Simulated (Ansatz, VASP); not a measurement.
# In2O3: VASP beside Ansatz

Contents of INCAR:

```
ALGO     = Normal         # electronic algorithm
EDIFF    = 1E-6           # SCF threshold, eV
ENCUT    = 520            # plane-wave cutoff, eV
GGA      = PE             # functional
ISIF     = 2              # what is computed and relaxed
ISMEAR   = 0              # smearing method
LASPH    = T              # aspherical terms in the spheres
LCHARG   = F              # write CHGCAR
LREAL    = F              # projectors in reciprocal space
LWAVE    = F              # write WAVECAR
NBANDS   = 55             # bands
NELM     = 80             # most SCF steps
PREC     = Accurate       # precision mode
SIGMA    = 0.01           # smearing width, eV
```

The input KPOINTS:

```
k-points
0
Gamma
  6 6 6
```

The input POSCAR:

```
In2O3
1.0
    2.7876176665      1.6094318101      4.9190313857
   -2.7876176665      1.6094318101      4.9190313857
    0.0000000000     -3.2188636203      4.9190313857
In O
4 6
Direct
    0.6427970982      0.6427970982      0.6427970982
    0.8572029018      0.8572029018      0.8572029018
    0.3572029018      0.3572029018      0.3572029018
    0.1427970982      0.1427970982      0.1427970982
    0.0465672022      0.7500000000      0.4534327978
    0.7500000000      0.4534327978      0.0465672022
    0.4534327978      0.0465672022      0.7500000000
    0.9534327978      0.2500000000      0.5465672022
    0.5465672022      0.9534327978      0.2500000000
    0.2500000000      0.5465672022      0.9534327978
```

Input for Ansatz:

```yaml
crystal:
  lattice:
    - [2.7876176699, 1.6094318121, 4.9190313808]
    - [-2.7876176699, 1.6094318121, 4.9190313808]
    - [0.0, -3.2188636242, 4.9190313808]
  atoms:
    - { symbol: In, position: [0.6427970984, 0.6427970984, 0.6427970984] }
    - { symbol: In, position: [0.8572029016, 0.8572029016, 0.8572029016] }
    - { symbol: In, position: [0.3572029016, 0.3572029016, 0.3572029016] }
    - { symbol: In, position: [0.1427970984, 0.1427970984, 0.1427970984] }
    - { symbol: O, position: [0.0465672017, 0.75, 0.4534327983] }
    - { symbol: O, position: [0.75, 0.4534327983, 0.0465672017] }
    - { symbol: O, position: [0.4534327983, 0.0465672017, 0.75] }
    - { symbol: O, position: [0.9534327983, 0.25, 0.5465672017] }
    - { symbol: O, position: [0.5465672017, 0.9534327983, 0.25] }
    - { symbol: O, position: [0.25, 0.5465672017, 0.9534327983] }
basis:
  ecutwfc: 420
  xc_grid: 2
kpoints:
  mp_grid: { grid: [6, 6, 6] }
  band_path: { path: [VBM, CBM], npoints: 2 }
hamiltonian:
  xc: pbe
scf:
  occupations: { method: gaussian, width: 0.01 }
output:
  forces: true
  stress: true
  eigenvalues: true
```

Alike in both runs: task single point; functional PBE; k mesh 6 × 6 × 6; occupations gaussian, width 0.01 eV; no spin polarisation.

|  | VASP | Ansatz |
| --- | --- | --- |
| version | VASP 6.6.1 | Ansatz 0.2.0 |
| potentials or method | VASP PAW PBE potentials, release 64 (In_d, O), cutoff 520 eV | scalar-relativistic, plane waves, PAW |
| valence electrons in the cell | 88 | 88 |

|  | VASP | Ansatz | Ansatz less VASP |
| --- | --- | --- | --- |
| gap on the k mesh at the Fermi level (eV) | 0.96 | 0.97 | +0.007 |
| least direct gap on the mesh (eV) | 1.04 | 1.04 | +0.007 |
| pressure (GPa) | 0.4 | 0.0 | -0.40 |
| traceless stress, the component that is largest in VASP (GPa) | -0.11 | 0.00 | +0.111 |
| rms of the force components (eV/Å) | 0.007 | 0.001 | -0.0064 |

Atom by atom the forces differ by 0.007 eV/Å (rms over components).
